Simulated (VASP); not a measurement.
## MgSiS3: single point with r2SCAN+rVV10

MgSiS3:

```
Mg Si S
1.0
     4.52553    0.00000    0.00000
     0.00000    4.52553    0.00000
     0.00000    0.00000    4.52553
Mg Si S
1 1 3
Direct
  0.00000 0.00000 0.00000
  0.50000 0.50000 0.50000
  0.50000 0.50000 0.00000
  0.50000 0.00000 0.50000
  0.00000 0.50000 0.50000
```

```
Program             : VASP 6.6.1
Task                : single point
Functional          : r2SCAN
Dispersion          : rVV10
Potentials or basis : VASP PAW PBE potentials, release 64 (Mg, Si, S)
Cutoff              : 520 eV
k mesh              : 6 × 6 × 6
Occupations         : fermi-dirac, width 0.03 eV
Spin                : no spin polarisation
```

```yaml
Pressure: -0.2 GPa
Band_gap_on_the_k_mesh: zero (bands 12 and 13 overlap by 1.72 eV)
```

Levels at points of the mesh, in eV from the Fermi level:
| k point | band 8 | band 9 | band 10 | band 11 | band 12 | band 13 | band 14 | band 15 | band 16 | band 17 |
| --- | --- | --- | --- | --- | --- | --- | --- | --- | --- | --- |
| (0.00, 0.00, 0.00) | -1.23 | -1.23 | -1.23 | -1.10 | -1.10 | -1.10 | 1.78 | 4.79 | 4.79 | 4.79 |
| (0.50, 0.00, 0.00) | -2.74 | -2.74 | -2.05 | -1.04 | -1.04 | 1.41 | 2.02 | 5.06 | 5.44 | 6.19 |
| (0.50, 0.50, 0.00) | -2.62 | -2.54 | -2.54 | -1.95 | 0.53 | 2.93 | 3.13 | 3.13 | 4.27 | 4.29 |
| (0.50, 0.50, 0.50) | -1.89 | -1.89 | 0.00 | 0.60 | 0.60 | 0.60 | 3.00 | 3.00 | 3.00 | 8.17 |

Wall time 88 s on 1 thread of Intel(R) Xeon(R) 6975P-C (Granite Rapids), on a shared host, peak memory 0.4 GiB.

Caveat: the PAW data sets were made with another functional, which shifts forces and pressure a little.
